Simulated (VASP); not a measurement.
Wanted: the native input for a VASP 6.6.1 run.

- Task: single point
- Functional: PBE
- Potentials or basis: VASP PAW PBE potentials, release 64 (F, B)
- Cutoff: 600 eV
- k mesh: 7 × 7 × 7
- Occupations: methfessel-paxton, width 0.0519 eV
- Spin: no spin polarisation
- Dipole correction: no
- Further INCAR settings: ALGO = Normal; EDIFF = 1e-06; NBANDS = 12

The structure of BF lies in POSCAR:

```
BF
1.0
    0.0000000000      2.0767430000      2.0767430000
    2.0767430000      0.0000000000      2.0767430000
    2.0767430000      2.0767430000      0.0000000000
F B
1 1
Direct
    0.0000000000      0.0000000000      0.0000000000
    0.5000000000      0.5000000000      0.5000000000
```

The input as run:

INCAR

```
PREC = Accurate
ENCUT = 600
EDIFF = 1E-6
ISMEAR = 1
SIGMA = 0.0519
LREAL = F
LASPH = T
NELM = 120
ALGO = Normal
ISIF = 2
LWAVE = F
LCHARG = F
GGA = PE
NBANDS = 12
GGA_COMPAT = F
```

KPOINTS

```
regular mesh
0
Gamma
  7 7 7
```

Potentials or basis: VASP PAW PBE potentials, release 64 (F, B).

Command:

```bash
$ cat potpaw_PBE.64/F/POTCAR potpaw_PBE.64/B/POTCAR > POTCAR
$ mpirun -np 1 vasp_std > vasp.out
```

It gave:

* Pressure: 31.7 GPa
* Band gap on the k mesh: 0.13 eV

Caveat: the cell stands under pressure; an odd mesh through Γ misses points on the zone boundary, where band edges can lie.

Wall time 5.6 s on 1 thread of Intel(R) Xeon(R) Platinum 8488C (Sapphire Rapids) (shared host), peak memory 0.13 GiB.
